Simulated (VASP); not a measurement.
Write the native input for VASP 6.6.1 that does the following.

| Item | Value |
| --- | --- |
| Task | relaxation of cell and atoms |
| Functional | revPBE |
| Potentials or basis | VASP PAW PBE potentials, release 64 (Mn_pv) |
| Cutoff | 600 eV |
| k mesh | 9 × 9 × 13 |
| Occupations | fermi-dirac, width 0.1 eV |
| Spin | no spin polarisation |
| Dipole correction | no |
| Further INCAR settings | ALGO = Normal; EDIFF = 1e-07; IBRION = 2; EDIFFG = -0.01; NSW = 80; ISIF = 3 |

The structure of Mn lies in POSCAR:

```
Mn
1.0
    4.0493320461      0.0000000000      0.0000000000
   -2.0246660230      3.5068244202      0.0000000000
    0.0000000000      0.0000000000      2.4822405442
Mn
3
Direct
    0.0000000000      0.0000000000      0.0000000000
    0.3333333333      0.6666666667      0.5000000000
    0.6666666667      0.3333333333      0.5000000000
```

This isn't the form of Mn at room conditions, which is a 58-atom cubic cell.

One way to write it, as run:

INCAR

```
  PREC = Accurate
  ENCUT = 600
  EDIFF = 1E-7
  ISMEAR = -1
  SIGMA = 0.1
  LREAL = False
  LASPH = True
  NELM = 60
  ALGO = Normal
  ISIF = 3
  LWAVE = False
  LCHARG = False
  GGA = RE
  IBRION = 2
  NSW = 80
  EDIFFG = -0.01
```

KPOINTS

```
regular mesh
0
Gamma
  9 9 13
```

Potentials or basis: VASP PAW PBE potentials, release 64 (Mn_pv).

Run with:

```bash
$ cat potpaw_PBE.64/Mn_pv/POTCAR > POTCAR
$ mpirun -np 1 vasp_std > vasp.out
```

Results of the run:

| Quantity | Value |
| --- | --- |
| Relaxed volume | 10.95 Å³/atom |
| Relaxed cell | a = 3.927 Å, b = 3.927 Å, c = 2.461 Å, α = 90.00°, β = 90.00°, γ = 120.00° |
| Space group after relaxing (to 0.1 Å) | P6/mmm (No. 191) |
| Energy gained by relaxing | 45.3 meV/atom |
| Ionic steps | 9 |
| Pressure after relaxing | 0.0 GPa |
| Band gap on the k mesh | zero (an odd number of electrons rules out a gap without spin polarisation) |

Caveat: the PAW data sets were made with another functional, which shifts forces and pressure a little; the run has no spin polarisation, though such a crystal can be magnetic.

Run time: 8.4 min on 1 thread of Intel Xeon 8259CL (shared host), peak memory 0.21 GiB.
